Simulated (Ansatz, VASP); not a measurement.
# Two plane-wave programs on CaO

Contents of POSCAR:

```
CaO
1.0
    0.0000000000      2.3819660430      2.4055112252
    2.3819660430      0.0000000000      2.4055112252
    2.3819660430      2.3819660430      0.0000000000
Ca O
1 1
Direct
    0.0000000000      0.0000000000      0.0000000000
    0.5000000000      0.5000000000      0.5000000000
```

INCAR.step1

```
SYSTEM = CaO
PREC     = Accurate       ! precision mode
ENCUT    = 520            ! plane-wave cutoff, eV
ISMEAR   = 0              ! smearing method
SIGMA    = 0.01           ! smearing width, eV
LREAL    = .FALSE.        ! projectors in reciprocal space
LASPH    = .TRUE.         ! aspherical terms in the spheres
NELM     = 100            ! most SCF steps
NBANDS   = 15             ! bands
GGA      = PE             ! functional
ALGO     = Normal         ! electronic algorithm
EDIFF    = 1E-4           ! SCF threshold, eV
LWAVE    = .TRUE.         ! write WAVECAR
LCHARG   = .FALSE.        ! write CHGCAR
```

Contents of INCAR.step2:

```
SYSTEM = CaO
PREC     = Accurate       ! precision mode
ENCUT    = 520            ! plane-wave cutoff, eV
EDIFF    = 1E-7           ! SCF threshold, eV
ISMEAR   = 0              ! smearing method
SIGMA    = 0.01           ! smearing width, eV
LREAL    = .FALSE.        ! projectors in reciprocal space
LASPH    = .TRUE.         ! aspherical terms in the spheres
NELM     = 100            ! most SCF steps
ALGO     = Normal         ! electronic algorithm
ISIF     = 2              ! what is computed and relaxed
LWAVE    = .FALSE.        ! write WAVECAR
LCHARG   = .FALSE.        ! write CHGCAR
METAGGA  = R2SCAN         ! meta-GGA
LMIXTAU  = .TRUE.       
NBANDS   = 15             ! bands
ISTART   = 1
```

KPOINTS

```
regular mesh
0
G
  10 10 10
  0 0 0
```

Input for Ansatz:

```yaml
crystal:
  lattice:
    - [0.0, 2.381966043, 2.4055112252]
    - [2.381966043, 0.0, 2.4055112252]
    - [2.381966043, 2.381966043, 0.0]
  atoms:
    - { symbol: Ca, position: [0.0, 0.0, 0.0] }
    - { symbol: O, position: [0.5, 0.5, 0.5] }
kpoints:
  mp_grid: { grid: [10, 10, 10] }
  band_path:
    path:
      - [0.0, 0.0, 0.0]
      - [0.5, 0.0, 0.5]
      - [0.625, 0.25, 0.625]
      - [0.375, 0.375, 0.75]
      - [0.5, 0.5, 0.5]
      - [0.5, 0.25, 0.75]
    npoints: 1
hamiltonian:
  xc: r2scan
scf:
  occupations: { method: fixed }
  n_extra_bands: 4
output:
  forces: true
  stress: true
  eigenvalues: true
```

Change from the starting cell: epitaxial_xy strain -0.7%.

Alike in both runs: task single point; functional r2SCAN; k mesh 10 × 10 × 10; no spin polarisation.

|  | VASP | Ansatz |
| --- | --- | --- |
| version | VASP 6.6.1 | Ansatz 0.2.0 |
| potentials or method | VASP PAW PBE potentials, release 64 (Ca_sv, O) | plane waves, PAW |
| plane-wave cutoff (eV) | 520 | 500 |
| occupations | gaussian, width 0.01 eV | fixed |
| valence electrons in the cell | 16 | 16 |

```tsv
	VASP	Ansatz	Ansatz less VASP
gap on the k mesh at the Fermi level (eV)	4.16	4.18	+0.013
pressure (GPa)	2.3	1.2	-1.12
traceless stress, the component that is largest in VASP (GPa)	-1.25	-1.17	+0.085
```

VASP's potentials were made for PBE, not for r2SCAN.
